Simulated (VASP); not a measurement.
# W (Im-3m) in VASP: further runs

The runs below take W through single point, with HSE06.

Everything below comes from runs of VASP 6.6.1. Logs are shortened: lines on timing, memory, paths and dates and some standing lists are left out, and cuts for length are marked.

## (1) The cell of the first run

The structure is cubic, space group Im-3m (No. 229). Conventional cell: a = 3.083 Å, b = 3.083 Å, c = 3.083 Å, α = 90.00°, β = 90.00°, γ = 90.00°. Within 3.5 Å of W (site symmetry m-3m) lie 14 W at 2.67 to 3.08 Å.

## (2) Single point, HSE06

Contents of POSCAR:

```
W
1.0
   -1.5415532896      1.5415532896      1.5415532896
    1.5415532896     -1.5415532896      1.5415532896
    1.5415532896      1.5415532896     -1.5415532896
W
1
Direct
    0.0000000000      0.0000000000      0.0000000000
```

Contents of INCAR.step1:

```
SYSTEM = W
PREC     = Accurate       ! precision mode
ENCUT    = 520            ! plane-wave cutoff, eV
EDIFF    = 1E-5           ! SCF threshold, eV
ISMEAR   = -1             ! smearing method
SIGMA    = 0.1            ! smearing width, eV
LREAL    = .False.        ! projectors in reciprocal space
LASPH    = .True.         ! aspherical terms in the spheres
NELM     = 100            ! most SCF steps
ALGO     = Normal         ! electronic algorithm
ISIF     = 2              ! what is computed and relaxed
LWAVE    = .True.         ! write WAVECAR
LCHARG   = .False.        ! write CHGCAR
NBANDS   = 13             ! bands
GGA      = PE             ! functional
```

Contents of INCAR.step2:

```
SYSTEM = W
PREC     = Accurate       ! precision mode
ENCUT    = 520            ! plane-wave cutoff, eV
EDIFF    = 1E-7           ! SCF threshold, eV
ISMEAR   = -1             ! smearing method
SIGMA    = 0.1            ! smearing width, eV
LREAL    = .False.        ! projectors in reciprocal space
LASPH    = .True.         ! aspherical terms in the spheres
NELM     = 100            ! most SCF steps
ALGO     = Normal         ! electronic algorithm
ISIF     = 2              ! what is computed and relaxed
LWAVE    = .False.        ! write WAVECAR
LCHARG   = .False.        ! write CHGCAR
GGA      = PE             ! functional
LHFCALC  = .True.         ! exact exchange
HFSCREEN = 0.2079         ! screening, 1/A
PRECFOCK = Normal       
NBANDS   = 13             ! bands
ISTART   = 1
```

Contents of KPOINTS:

```
regular mesh
0
Gamma
  6 6 6
  0 0 0
```

Potentials or basis: VASP PAW PBE potentials, release 64 (W_sv).

The run is started by

```bash
$ cat potpaw_PBE.64/W_sv/POTCAR > POTCAR
$ cp INCAR.step1 INCAR
$ mpirun -np 1 vasp_std > vasp.out
$ cp INCAR.step2 INCAR
$ mpirun -np 1 vasp_std > vasp.out
```

OUTCAR:

```text
SYSTEM = W
   PREC = Accurate
   ENCUT = 520
   EDIFF = 1E-7
   ISMEAR = -1
   LREAL = .False.
   LASPH = .True.
   NELM = 100
   ISIF = 2
   GGA = PE
   LHFCALC = .True.
   HFSCREEN = 0.2079
   PRECFOCK = Normal
   ISTART = 1

 ion  position               nearest neighbor table
   1  0.000  0.000  0.000-

  LATTYP: Found a body centered cubic cell.
 ALAT       =     3.0831065792

  Lattice vectors:

 A1 = (  -1.5415532896,   1.5415532896,   1.5415532896)
 A2 = (   1.5415532896,  -1.5415532896,   1.5415532896)
 A3 = (   1.5415532896,   1.5415532896,  -1.5415532896)

Analysis of symmetry for initial positions (statically):
=====================================================================
 Subroutine PRICEL returns:
 Original cell was already a primitive cell.

 Routine SETGRP: Setting up the symmetry group for a
 body centered cubic supercell.

 Subroutine GETGRP returns: Found 48 space group operations
 (whereof 48 operations were pure point group operations)
 out of a pool of 48 trial point group operations.

The static configuration has the point symmetry O_h .

Analysis of symmetry for dynamics (positions and initial velocities):
=====================================================================
 Subroutine PRICEL returns:
 Original cell was already a primitive cell.

 Routine SETGRP: Setting up the symmetry group for a
 body centered cubic supercell.

 Subroutine GETGRP returns: Found 48 space group operations
 (whereof 48 operations were pure point group operations)
 out of a pool of 48 trial point group operations.

The dynamic configuration has the point symmetry O_h .

 Subroutine INISYM returns: Found 48 space group operations
 (whereof 48 operations are pure point group operations),
 and found     1 'primitive' translations

----------------------------------------------------------------------------------------

                                     Primitive cell

  volume of cell :      14.6533

  direct lattice vectors                    reciprocal lattice vectors
    -1.541553290  1.541553290  1.541553290     0.000000000  0.324348177  0.324348177
     1.541553290 -1.541553290  1.541553290     0.324348177  0.000000000  0.324348177
     1.541553290  1.541553290 -1.541553290     0.324348177  0.324348177  0.000000000

  length of vectors
     2.670048620  2.670048620  2.670048620     0.458697592  0.458697592  0.458697592

  position of ions in fractional coordinates (direct lattice)
     0.000000000  0.000000000  0.000000000

  ion indices of the primitive-cell ions
   primitive index   ion index
                 1           1

----------------------------------------------------------------------------------------

 KPOINTS: regular mesh

Automatic generation of k-mesh.
 Grid dimensions read from file:
 generate k-points for:    6    6    6

 Generating k-lattice:

  Cartesian coordinates                     Fractional coordinates (reciprocal lattice)
     0.000000000  0.054058030  0.054058030     0.166666667  0.000000000  0.000000000
     0.054058030  0.000000000  0.054058030     0.000000000  0.166666667  0.000000000
     0.054058030  0.054058030  0.000000000     0.000000000  0.000000000  0.166666667

  Length of vectors
     0.076449599  0.076449599  0.076449599

  Shift w.r.t. Gamma in fractional coordinates (k-lattice)
     0.000000000  0.000000000  0.000000000

 Subroutine IBZKPT returns following result:
 ===========================================

 Found     16 irreducible k-points:

 Following reciprocal coordinates:
            Coordinates               Weight
  0.000000  0.000000  0.000000      1.000000
  0.166667  0.000000  0.000000     12.000000
  0.333333  0.000000  0.000000     12.000000
  0.500000  0.000000  0.000000      6.000000
  0.166667  0.166667  0.000000     24.000000
  0.333333  0.166667  0.000000     48.000000
[... 8 lines left out ...]
  0.500000  0.500000  0.333333     12.000000
  0.500000  0.500000  0.500000      1.000000
   k-points           NKPTS =     16   k-points in BZ     NKDIM =    216   number of bands    NBANDS=     13
   number of dos      NEDOS =    301   number of ions     NIONS =      1
   total plane-waves  NPLWV =   8000
   dimension x,y,z NGX =    20 NGY =   20 NGZ =   20
   dimension x,y,z NGXF=    40 NGYF=   40 NGZF=   40
   ions per type =               1
   NGX,Y,Z   is equivalent  to a cutoff of  12.45, 12.45, 12.45 a.u.
   NGXF,Y,Z  is equivalent  to a cutoff of  24.91, 24.91, 24.91 a.u.
 SYSTEM =  W
   PREC   = accura    normal or accurate (medium, high low for compatibility)
   ISTART =      1    job   : 0-new  1-cont  2-samecut
   ICHARG =      0    charge: 1-file 2-atom 10-const
   ISPIN  =      1    spin polarized calculation?
   LNONCOLLINEAR =      F non collinear calculations
   LSORBIT =      F    spin-orbit coupling
   LASPH  =      T    aspherical Exc in radial PAW
   ENCUT  =  520.0 eV  38.22 Ry    6.18 a.u.   4.96  4.96  4.96*2*pi/ulx,y,z
   NELM   =    100;   NELMIN=  2; NELMDL=  0     # of ELM steps
   EDIFF  = 0.1E-06   stopping-criterion for ELM
   LREAL  =      F    real-space projection
   EDIFFG = 0.1E-05   stopping-criterion for IOM
   NSW    =      0    number of steps for IOM
   IBRION =     -1    ionic relax: 0-MD 1-quasi-New 2-CG
   NFREE  =      0    steps in history (QN), initial steepest desc. (CG)
   ISIF   =      2    stress and relaxation
   ISYM   =      3    0-nonsym 1-usesym 2-fastsym
   POTIM  = 0.5000    time-step for ionic-motion
   TEBEG  =    0.0;   TEEND  =   0.0 temperature during run
   PSTRESS=    0.0 pullay stress
   NELECT =      14.0000    total number of electrons
   NUPDOWN=      -1.0000    fix difference up-down
   EMIN   =  10.00;   EMAX   =-10.00  energy-range for DOS
   EFERMI =   0.00;   METHOD = LEGACY
   ISMEAR =    -1;   SIGMA  =   0.10  broadening in eV -4-tet -1-fermi 0-gaus
   EFERMI_NEDOS =   21; number of points for ismear=-14 and -15
   IALGO  =     38    algorithm
   IMIX   =      1    mixing-type and parameters
     AMIX     =   0.40;   BMIX     =  1.00
     AMIX_MAG =   1.60;   BMIX_MAG =  1.00
  volume/ion in A,a.u.               =      14.65        98.89
  Fermi-wavevector in a.u.,A,eV,Ry     =   1.612398  3.046991 35.372807  2.599828
  Thomas-Fermi vector in A             =   2.707635
   LORBIT       =      0    0 simple, 1 ext, 2 COOP (PROOUT), +10 PAW based schemes
   GGA     = PE    functional components
   LHFCALC =     T    Hartree Fock is set to
   PRECFOCK=normal    Normal, Fast or Accurate (Low or Medium for compatibility)
   ENCUT4O =  -1.0   cutoff for four orbital integrals eV
   NKREDX  =     1    reduce k-point grid by
   NKREDY  =     1    reduce k-point grid by
   NKREDZ  =     1    reduce k-point grid by
   AEXX    =    0.2500 exact exchange contribution
   HFSCREEN=    0.2079 screening length (either q_TF or 0.3 A-1)
   HFSCREENC=   0.2079 screening length for correlation (either q_TF or 0.3 A-1)
   ENCUTFOCK=  -1.0 apply spherical cutoff to Coloumb kernel
   IVDW    =     0    specifies the selected vdW correction
   LEPSILON=     F    determine dielectric tensor
   LRPA    =     F    only Hartree local field effects (RPA)
 non-spin polarized calculation
  energy-cutoff  :      520.00
  volume of cell :       14.65
 maximum number of plane-waves:       402
  NGX = 16; NGY = 16; NGZ = 16

 number of electron      13.9999996 magnetization

 Free energy of the ion-electron system (eV)
  ---------------------------------------------------
  ext. energy  EPLUGINS =         0.00000000
  ---------------------------------------------------
  free energy    TOTEN  =       -14.99394602 eV

  energy without entropy =      -14.98657995  energy(sigma->0) =      -14.99026298

 E-fermi :  12.6806     XC(G=0): -11.4413

 val. band max:       12.4154214172   @ k =   0.1667   0.0000   0.0000
 cond. band min:      13.0235955124   @ k =  -0.3333   0.3333   0.1667
 fundamental gap:      0.6081740952
 Fermi energy:        12.6805744113

 k-point     1 :       0.0000    0.0000    0.0000
  band No.  band energies     occupation
      1     -65.7413      2.00000
      2     -27.5966      2.00000
      3     -27.5966      2.00000
      4     -27.5966      2.00000
      5       1.0921      2.00000
      6      10.7497      2.00000
      7      10.7497      2.00000
      8      10.7497      2.00000
      9      15.6712      0.00000
     10      15.6712      0.00000
     11      28.0825      0.00000
     12      28.0825      0.00000
     13      28.0825      0.00000

 k-point     2 :       0.1667    0.0000    0.0000
  band No.  band energies     occupation
      1     -65.6863      2.00000
      2     -28.1105      2.00000
      3     -27.7510      2.00000
      4     -27.5960      2.00000
      5       2.5984      2.00000
      6       9.8580      2.00000
      7      10.4065      2.00000
      8      12.4154      1.86821
      9      14.6984      0.00000
     10      15.6779      0.00000
     11      29.0878      0.00000
     12      30.5860      0.00000
     13      31.1588      0.00000

 k-point     3 :       0.3333    0.0000    0.0000
  band No.  band energies     occupation
      1     -65.5750      2.00000
      2     -29.0588      2.00000
      3     -28.0465      2.00000
      4     -27.5959      2.00000
      5       4.7299      2.00000
      6       8.4283      2.00000
      7      10.6384      2.00000
      8      15.2952      0.00000
      9      16.1603      0.00000
     10      16.6990      0.00000
     11      27.0791      0.00000
     12      29.0859      0.00000
     13      36.6254      0.00000
[... 177 lines left out ...]
 k-point    15 :       0.5000    0.5000    0.3333
  band No.  band energies     occupation
      1     -65.3976      2.00000
      2     -29.0348      2.00000
      3     -28.7103      2.00000
      4     -28.5763      2.00000
      5       6.0267      2.00000
      6       6.4169      2.00000
      7      14.1590      0.00000
      8      14.4878      0.00000
      9      19.2431      0.00000
     10      21.9117      0.00000
     11      24.1378      0.00000
     12      26.3554      0.00000
     13      35.0112      0.00000

 k-point    16 :       0.5000    0.5000    0.5000
  band No.  band energies     occupation
      1     -65.3568      2.00000
      2     -28.8735      2.00000
      3     -28.8735      2.00000
      4     -28.8735      2.00000
      5       5.1658      2.00000
      6       5.1658      2.00000
      7      18.9671      0.00000
      8      18.9671      0.00000
      9      18.9671      0.00000
     10      22.1035      0.00000
     11      22.1035      0.00000
     12      22.1035      0.00000
     13      31.6203      0.00000

------------------------ aborting loop because EDIFF is reached ----------------------------------------

  FORCE on cell =-STRESS in cart. coord.  units (eV):
  Direction    XX          YY          ZZ          XY          YZ          ZX
  --------------------------------------------------------------------------------------
  -------------------------------------------------------------------------------------
  Total        2.3763411      2.3763411      2.3763411     -0.0000000     -0.0000000     -0.0000000
  in kB      259.8266797    259.8266797    259.8266797     -0.0000000     -0.0000000     -0.0000000
  external PRESSURE =     259.8266797 kB  Pullay stress =       0.0000000 kB

 VOLUME and BASIS-vectors are now :
 -----------------------------------------------------------------------------
  energy-cutoff  :      520.00
  volume of cell :       14.65
      direct lattice vectors                 reciprocal lattice vectors
    -1.541553290  1.541553290  1.541553290     0.000000000  0.324348177  0.324348177
     1.541553290 -1.541553290  1.541553290     0.324348177  0.000000000  0.324348177
     1.541553290  1.541553290 -1.541553290     0.324348177  0.324348177  0.000000000

 POSITION                                       TOTAL-FORCE (eV/Angst)
 -----------------------------------------------------------------------------------
      0.00000      0.00000      0.00000         0.000000     -0.000000      0.000000
 -----------------------------------------------------------------------------------
    total drift:                                0.000000     -0.000000     -0.000000

  FREE ENERGIE OF THE ION-ELECTRON SYSTEM (eV)
  ---------------------------------------------------
  free  energy   TOTEN  =       -14.9939460213 eV

  energy  without entropy=      -14.9865799479  energy(sigma->0) =      -14.99026298
```

It took 7.4 min on 1 thread of Intel Xeon Platinum 8488C (Sapphire Rapids), shared host; peak memory 0.23 GiB.

Results:

```
Free energy            : -14.9939 eV
Pressure               : 26.0 GPa
Band gap on the k mesh : zero (bands 7 and 8 overlap by 8.22 eV)
```

Levels at points of the mesh, in eV from the Fermi level:
| k point | band 4 | band 5 | band 6 | band 7 | band 8 | band 9 | band 10 | band 11 |
| --- | --- | --- | --- | --- | --- | --- | --- | --- |
| (0.00, 0.00, 0.00) | -40.28 | -11.59 | -1.93 | -1.93 | -1.93 | 2.99 | 2.99 | 15.40 |
| (0.50, 0.00, 0.00) | -40.28 | -7.97 | -4.86 | 0.48 | 2.91 | 4.06 | 7.46 | 12.28 |
| (0.50, 0.50, 0.50) | -41.55 | -7.51 | -7.51 | 6.29 | 6.29 | 6.29 | 9.42 | 9.42 |

Caveat: the k points lie up to 0.48 Å⁻¹ apart, too coarse for converged energies and pressures of a metal; the PAW data sets were made with another functional, which shifts forces and pressure a little; spin-orbit coupling is left out, which moves the levels of the heavy elements.

## (3) Single point, HSE06

POSCAR is that of step 2.

Contents of INCAR.step1:

```
  PREC = Accurate
  ENCUT = 520
  EDIFF = 1E-5
  ISMEAR = -1
  SIGMA = 0.1
  LREAL = F
  LASPH = T
  NELM = 80
  ALGO = Normal
  ISIF = 2
  LWAVE = T
  LCHARG = F
  NBANDS = 13
  GGA = PE
```

Contents of INCAR.step2:

```
  PREC = Accurate
  ENCUT = 520
  EDIFF = 1E-6
  ISMEAR = -1
  SIGMA = 0.1
  LREAL = F
  LASPH = T
  NELM = 80
  ALGO = Normal
  ISIF = 2
  LWAVE = F
  LCHARG = F
  GGA = PE
  LHFCALC = T
  HFSCREEN = 0.2079
  PRECFOCK = Normal
  NBANDS = 13
  ISTART = 1
```

Contents of KPOINTS:

```
regular mesh
0
Gamma
  6 6 6
```

Potentials or basis: VASP PAW PBE potentials, release 64 (W_sv).

The run is started by

```bash
$ cat potpaw_PBE.64/W_sv/POTCAR > POTCAR
$ cp INCAR.step1 INCAR
$ mpirun -np 1 vasp_std > vasp.out
$ cp INCAR.step2 INCAR
$ mpirun -np 1 vasp_std > vasp.out
```

Wall time 6.3 min (1 thread of Intel Xeon Platinum 8488C (Sapphire Rapids), shared host); peak memory 0.23 GiB.

Results (log left out):

- Free energy: -14.9939 eV
- Pressure: 26.0 GPa
- Band gap on the k mesh: zero (bands 7 and 8 overlap by 8.22 eV)

Levels at points of the mesh, in eV from the Fermi level:
```
           k point  band 3  band 4  band 5  band 6  band 7  band 8  band 9  band 10  band 11  band 12
(0.00, 0.00, 0.00)  -40.28  -40.28  -11.59   -1.93   -1.93   -1.93    2.99     2.99    15.40    15.40
(0.50, 0.00, 0.00)  -40.87  -40.28   -7.97   -4.86    0.48    2.91    4.06     7.46    12.27    13.36
(0.50, 0.50, 0.50)  -41.55  -41.55   -7.51   -7.51    6.29    6.29    6.29     9.42     9.42     9.42
```

Caveat: the k points lie up to 0.48 Å⁻¹ apart, too coarse for converged energies and pressures of a metal; the PAW data sets were made with another functional, which shifts forces and pressure a little; spin-orbit coupling is left out, which moves the levels of the heavy elements.

## (4) Single point, HSE06

This run uses another cell than the first one, of 15.13 Å³/atom.

Contents of POSCAR:

```
W
1.0
   -1.5581304024      1.5581304024      1.5581304024
    1.5581304024     -1.5581304024      1.5581304024
    1.5581304024      1.5581304024     -1.5581304024
W
1
Direct
    0.0000000000      0.0000000000      0.0000000000
```

Contents of INCAR.step1:

```
SYSTEM = W
PREC     = Accurate       ! precision mode
ENCUT    = 520            ! plane-wave cutoff, eV
EDIFF    = 1E-5           ! SCF threshold, eV
ISMEAR   = -1             ! smearing method
SIGMA    = 0.1            ! smearing width, eV
LREAL    = .FALSE.        ! projectors in reciprocal space
LASPH    = .TRUE.         ! aspherical terms in the spheres
NELM     = 80             ! most SCF steps
ALGO     = Normal         ! electronic algorithm
ISIF     = 2              ! what is computed and relaxed
LWAVE    = .TRUE.         ! write WAVECAR
LCHARG   = .FALSE.        ! write CHGCAR
NBANDS   = 13             ! bands
GGA      = PE             ! functional
```

Contents of INCAR.step2:

```
SYSTEM = W
PREC     = Accurate       ! precision mode
ENCUT    = 520            ! plane-wave cutoff, eV
EDIFF    = 1E-6           ! SCF threshold, eV
ISMEAR   = -1             ! smearing method
SIGMA    = 0.1            ! smearing width, eV
LREAL    = .FALSE.        ! projectors in reciprocal space
LASPH    = .TRUE.         ! aspherical terms in the spheres
NELM     = 80             ! most SCF steps
ALGO     = Normal         ! electronic algorithm
ISIF     = 2              ! what is computed and relaxed
LWAVE    = .FALSE.        ! write WAVECAR
LCHARG   = .FALSE.        ! write CHGCAR
GGA      = PE             ! functional
LHFCALC  = .TRUE.         ! exact exchange
HFSCREEN = 0.2079         ! screening, 1/A
PRECFOCK = Normal       
NBANDS   = 13             ! bands
ISTART   = 1
```

Contents of KPOINTS:

```
Automatic mesh
0
G
  6 6 6
  0 0 0
```

The run is started by

```bash
$ cat potpaw_PBE.64/W_sv/POTCAR > POTCAR
$ cp INCAR.step1 INCAR
$ mpirun -np 1 vasp_std > vasp.out
$ cp INCAR.step2 INCAR
$ mpirun -np 1 vasp_std > vasp.out
```

Wall time 5.8 min (1 thread of Intel Xeon Platinum 8488C (Sapphire Rapids), shared host); peak memory 0.23 GiB.

Results (log left out):

```yaml
Free_energy: -15.0514 eV
Pressure: 12.7 GPa
Band_gap_on_the_k_mesh: zero (bands 7 and 8 overlap by 7.89 eV)
```

Levels at points of the mesh, in eV from the Fermi level:
| k point | band 5 | band 6 | band 7 | band 8 | band 9 | band 10 |
| --- | --- | --- | --- | --- | --- | --- |
| (0.00, 0.00, 0.00) | -11.40 | -1.85 | -1.85 | -1.85 | 2.92 | 2.92 |
| (0.50, 0.00, 0.00) | -7.72 | -4.66 | 0.34 | 2.81 | 3.93 | 7.15 |
| (0.50, 0.50, 0.50) | -7.20 | -7.20 | 6.03 | 6.03 | 6.03 | 9.12 |

Caveat: the k points lie up to 0.48 Å⁻¹ apart, too coarse for converged energies and pressures of a metal; the PAW data sets were made with another functional, which shifts forces and pressure a little; spin-orbit coupling is left out, which moves the levels of the heavy elements.

The gap in the log of VASP goes by the Fermi energy; the results here count the filled bands.